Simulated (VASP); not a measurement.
# Si5Se (P-62m) in VASP: further runs, part 2 of 2

VASP 6.6.1. The steps go on from the part before.

## Step 4: Single point, PBE

This run uses another cell than the first one, of 22.88 Å³/atom, 1.152 times its volume.

INCAR reads:

```
SYSTEM = Si5Se
ALGO = Normal ; EDIFF = 1E-7
ENCUT = 520 ; GGA = PE
ISIF = 2 ; ISMEAR = 0
LASPH = .True. ; LCHARG = .True.
LELF = .True. ; LREAL = .False.
LVHAR = .True. ; LWAVE = .False.
NBANDS = 22 ; NELM = 100
PREC = Accurate ; SIGMA = 0.1
```

KPOINTS reads:

```
k-points
0
Gamma
  6 6 10
  0 0 0
```

POSCAR reads:

```
Si5Se
1.0
    6.2640633572      0.0000000000      0.0000000000
   -3.1320316786      5.4248379983      0.0000000000
    0.0000000000      0.0000000000      4.0400313009
Si Se
5 1
Direct
    0.2708958450      0.0000000000      0.0000000000
    0.0000000000      0.2708958450      0.0000000000
    0.7291041550      0.7291041550      0.0000000000
    0.3333333333      0.6666666667      0.0000000000
    0.6666666667      0.3333333333      0.0000000000
    0.0000000000      0.0000000000      0.5000000000
```

Potentials or basis: VASP PAW PBE potentials, release 64 (Si, Se).

Run with:

```sh
> cat potpaw_PBE.64/Si/POTCAR potpaw_PBE.64/Se/POTCAR > POTCAR
> mpirun -np 1 vasp_std > vasp.out
```

OUTCAR:

```text
SYSTEM = Si5Se
   EDIFF = 1E-7
   ENCUT = 520
   GGA = PE
   ISIF = 2
   ISMEAR = 0
   LASPH = .True.
   LREAL = .False.
   NELM = 100
   PREC = Accurate

 ion  position               nearest neighbor table
   1  0.271  0.000  0.000-   4 2.31   5 2.31   6 2.64   6 2.64   2 2.94   3 2.94
   2  0.000  0.271  0.000-   5 2.31   4 2.31   6 2.64   6 2.64   1 2.94   3 2.94
   3  0.729  0.729  0.000-   4 2.31   5 2.31   6 2.64   6 2.64   1 2.94   2 2.94
   4  0.333  0.667  0.000-   1 2.31   2 2.31   3 2.31
   5  0.667  0.333  0.000-   2 2.31   1 2.31   3 2.31
   6  0.000  0.000  0.500-   1 2.64   1 2.64   3 2.64   2 2.64   2 2.64   3 2.64

  LATTYP: Found a hexagonal cell.
 ALAT       =     6.2640633572
 C/A-ratio  =     0.6449537737

  Lattice vectors:

 A1 = (   6.2640633572,   0.0000000000,   0.0000000000)
 A2 = (  -3.1320316786,   5.4248379983,   0.0000000000)
 A3 = (   0.0000000000,   0.0000000000,   4.0400313009)

Analysis of symmetry for initial positions (statically):
=====================================================================
 Subroutine PRICEL returns:
 Original cell was already a primitive cell.

 Routine SETGRP: Setting up the symmetry group for a
 hexagonal supercell.

 Subroutine GETGRP returns: Found 12 space group operations
 (whereof 12 operations were pure point group operations)
 out of a pool of 24 trial point group operations.

The static configuration has the point symmetry D_3h.

Analysis of symmetry for dynamics (positions and initial velocities):
=====================================================================
 Subroutine PRICEL returns:
 Original cell was already a primitive cell.

 Routine SETGRP: Setting up the symmetry group for a
 hexagonal supercell.

 Subroutine GETGRP returns: Found 12 space group operations
 (whereof 12 operations were pure point group operations)
 out of a pool of 24 trial point group operations.

The dynamic configuration has the point symmetry D_3h.

 Subroutine INISYM returns: Found 12 space group operations
 (whereof 12 operations are pure point group operations),
 and found     1 'primitive' translations

----------------------------------------------------------------------------------------

                                     Primitive cell

  volume of cell :     137.2864

  direct lattice vectors                    reciprocal lattice vectors
     6.264063357  0.000000000  0.000000000     0.159640786  0.092168651  0.000000000
    -3.132031679  5.424837998  0.000000000     0.000000000  0.184337302  0.000000000
     0.000000000  0.000000000  4.040031301     0.000000000  0.000000000  0.247522835

  length of vectors
     6.264063357  6.264063357  4.040031301     0.184337302  0.184337302  0.247522835

  position of ions in fractional coordinates (direct lattice)
     0.270895845  0.000000000  0.000000000
     0.000000000  0.270895845  0.000000000
     0.729104155  0.729104155  0.000000000
     0.333333333  0.666666667  0.000000000
     0.666666667  0.333333333  0.000000000
     0.000000000  0.000000000  0.500000000

  ion indices of the primitive-cell ions
   primitive index   ion index
[... 32 lines left out ...]

 Following reciprocal coordinates:
            Coordinates               Weight
  0.000000  0.000000  0.000000      1.000000
  0.166667  0.000000  0.000000      6.000000
  0.333333  0.000000  0.000000      6.000000
  0.500000  0.000000  0.000000      3.000000
  0.166667  0.166667  0.000000      6.000000
  0.333333  0.166667  0.000000     12.000000
[... 16 lines left out ...]
  0.166667  0.000000  0.300000     12.000000
  0.333333  0.000000  0.300000     12.000000
 [... further k-points ...]
   k-points           NKPTS =     42   k-points in BZ     NKDIM =     42   number of bands    NBANDS=     22
   number of dos      NEDOS =    301   number of ions     NIONS =      6
   total plane-waves  NPLWV =  69120
   dimension x,y,z NGX =    48 NGY =   48 NGZ =   30
   dimension x,y,z NGXF=    96 NGYF=   96 NGZF=   60
   ions per type =               5   1
   NGX,Y,Z   is equivalent  to a cutoff of  12.74, 12.74, 12.34 a.u.
   NGXF,Y,Z  is equivalent  to a cutoff of  25.48, 25.48, 24.69 a.u.
 SYSTEM =  Si5Se
   PREC   = accura    normal or accurate (medium, high low for compatibility)
   ISTART =      0    job   : 0-new  1-cont  2-samecut
   ICHARG =      2    charge: 1-file 2-atom 10-const
   ISPIN  =      1    spin polarized calculation?
   LNONCOLLINEAR =      F non collinear calculations
   LSORBIT =      F    spin-orbit coupling
   LASPH  =      T    aspherical Exc in radial PAW
   ENCUT  =  520.0 eV  38.22 Ry    6.18 a.u.  11.65 11.65  7.51*2*pi/ulx,y,z
   NELM   =    100;   NELMIN=  2; NELMDL= -5     # of ELM steps
   EDIFF  = 0.1E-06   stopping-criterion for ELM
   LREAL  =      F    real-space projection
   EDIFFG = 0.1E-05   stopping-criterion for IOM
   NSW    =      0    number of steps for IOM
   IBRION =     -1    ionic relax: 0-MD 1-quasi-New 2-CG
   NFREE  =      0    steps in history (QN), initial steepest desc. (CG)
   ISIF   =      2    stress and relaxation
   ISYM   =      2    0-nonsym 1-usesym 2-fastsym
   POTIM  = 0.5000    time-step for ionic-motion
   TEBEG  =    0.0;   TEEND  =   0.0 temperature during run
   PSTRESS=    0.0 pullay stress
   NELECT =      26.0000    total number of electrons
   NUPDOWN=      -1.0000    fix difference up-down
   EMIN   =  10.00;   EMAX   =-10.00  energy-range for DOS
   EFERMI =   0.00;   METHOD = LEGACY
   ISMEAR =     0;   SIGMA  =   0.10  broadening in eV -4-tet -1-fermi 0-gaus
   EFERMI_NEDOS =   21; number of points for ismear=-14 and -15
   IALGO  =     38    algorithm
   IMIX   =      4    mixing-type and parameters
     AMIX     =   0.40;   BMIX     =  1.00
     AMIX_MAG =   1.60;   BMIX_MAG =  1.00
  volume/ion in A,a.u.               =      22.88       154.41
  Fermi-wavevector in a.u.,A,eV,Ry     =   0.940135  1.776597 12.025553  0.883853
  Thomas-Fermi vector in A             =   2.067516
   LORBIT       =      0    0 simple, 1 ext, 2 COOP (PROOUT), +10 PAW based schemes
   GGA     = PE    functional components
   LHFCALC =     F    Hartree Fock is set to
   AEXX    =    0.0000 exact exchange contribution
   IVDW    =     0    specifies the selected vdW correction
   LEPSILON=     F    determine dielectric tensor
   LRPA    =     F    only Hartree local field effects (RPA)
 non-spin polarized calculation
 Gauss-broadening in eV      SIGMA  =   0.10
  energy-cutoff  :      520.00
  volume of cell :      137.29
 maximum number of plane-waves:      3716
 NGX is ok and might be reduce to    48
   NGX = 23   NGY = 23   NGZ = 15

 number of electron      26.0000001 magnetization

 Free energy of the ion-electron system (eV)
  ---------------------------------------------------
  ext. energy  EPLUGINS =         0.00000000
  ---------------------------------------------------
  free energy    TOTEN  =       -27.19073644 eV

  energy without entropy =      -27.18061947  energy(sigma->0) =      -27.18567795

 E-fermi :   4.7488     XC(G=0):  -9.0188

 val. band max:        4.7268137721   @ k =   0.3333   0.0000   0.3000
 cond. band min:       4.7495034133   @ k =   0.0000   0.0000   0.0000
 fundamental gap:      0.0226896412
 Fermi energy:         4.7488222671

 k-point     1 :       0.0000    0.0000    0.0000
  band No.  band energies     occupation
      1     -10.2813      2.00000
      2      -5.4904      2.00000
      3      -3.3215      2.00000
      4      -3.3215      2.00000
      5      -2.6196      2.00000
      6      -0.3919      2.00000
[... 589 lines left out ...]
     21       9.1733      0.00000
     22       9.9062      0.00000

 [... further k-points ...]

------------------------ aborting loop because EDIFF is reached ----------------------------------------

  FORCE on cell =-STRESS in cart. coord.  units (eV):
  Direction    XX          YY          ZZ          XY          YZ          ZX
  --------------------------------------------------------------------------------------
  -------------------------------------------------------------------------------------
  Total       -0.0342279     -0.0342279     -0.0087361     -0.0000000     -0.0000000      0.0000000
  in kB       -0.3994503     -0.3994503     -0.1019531     -0.0000000     -0.0000000      0.0000000
  external PRESSURE =      -0.3002845 kB  Pullay stress =       0.0000000 kB

 VOLUME and BASIS-vectors are now :
 -----------------------------------------------------------------------------
  energy-cutoff  :      520.00
  volume of cell :      137.29
      direct lattice vectors                 reciprocal lattice vectors
     6.264063357  0.000000000  0.000000000     0.159640786  0.092168651  0.000000000
    -3.132031679  5.424837998  0.000000000     0.000000000  0.184337302  0.000000000
     0.000000000  0.000000000  4.040031301     0.000000000  0.000000000  0.247522835

 POSITION                                       TOTAL-FORCE (eV/Angst)
 -----------------------------------------------------------------------------------
      1.69691      0.00000      0.00000         0.002979     -0.000000      0.000000
     -0.84845      1.46957      0.00000        -0.001489      0.002580      0.000000
      2.28358      3.95527      0.00000        -0.001489     -0.002580      0.000000
     -0.00000      3.61656      0.00000         0.000000      0.000000      0.000000
      3.13203      1.80828      0.00000         0.000000     -0.000000      0.000000
      0.00000      0.00000      2.02002         0.000000      0.000000      0.000000
 -----------------------------------------------------------------------------------
    total drift:                               -0.000000     -0.000000      0.000000

  FREE ENERGIE OF THE ION-ELECTRON SYSTEM (eV)
  ---------------------------------------------------
  free  energy   TOTEN  =       -27.1907364392 eV

  energy  without entropy=      -27.1806194684  energy(sigma->0) =      -27.18567795
```

It took 55 s on 1 thread of Intel Xeon 6975P-C (Granite Rapids), shared host; peak memory 0.29 GiB.

What came out:

- Free energy: -27.1907 eV
- Pressure: 0.0 GPa
- Band gap on the k mesh: zero (band 13 reaches 5.73 eV, above the bottom of band 14 at 3.79 eV)

Forces in eV/Å, atoms in the order of the input:
```
Si   0.003  0.000  0.000
Si  -0.001  0.003  0.000
Si  -0.001 -0.003  0.000
Si   0.000  0.000  0.000
Si   0.000  0.000  0.000
Se   0.000  0.000  0.000
```

Levels at points of the mesh, in eV from the Fermi level:
```
           k point  band 10  band 11  band 12  band 13  band 14  band 15  band 16  band 17
(0.00, 0.00, 0.00)    -1.69    -1.69     0.00     0.98     0.98     1.93     2.54     2.54
(0.50, 0.00, 0.00)    -2.39    -2.21    -0.74     0.26     1.04     1.32     1.49     1.69
(0.00, 0.00, 0.50)    -4.14    -3.06    -0.35     0.92     0.92     1.17     1.17     2.41
(0.50, 0.00, 0.50)    -2.37    -1.82    -1.15    -1.00    -0.96     0.85     1.56     3.04
```

## Step 5: Overview

```csv
cell,k mesh,gap on the mesh (eV),pressure (GPa),largest force (eV/Å)
"a = 4.778, b = 4.778, c = 6.029 Å, angles 90.0, 90.0, 120.0°, 6 atoms",6 × 6 × 4,none,140.2,33.08
"a = 6.096, b = 6.096, c = 4.349 Å, angles 90.0, 90.0, 120.0°, 6 atoms",6 × 6 × 4,none,0.0,0.01
"a = 6.264, b = 6.264, c = 4.040 Å, angles 90.0, 90.0, 120.0°, 6 atoms",6 × 6 × 10,none,0.0,-
```

Alike in all rows: task single point; level PBE; potentials or basis VASP PAW PBE potentials, release 64 (Si, Se); no spin polarisation; cutoff (eV) 520; smearing gaussian 0.1 eV.

Caveats: some runs use coarse meshes; forces of over 1 eV/Å act on the atoms, so gaps and moduli don't describe the material at rest (some runs).

Absolute energies hang on the potentials; compare differences alone.
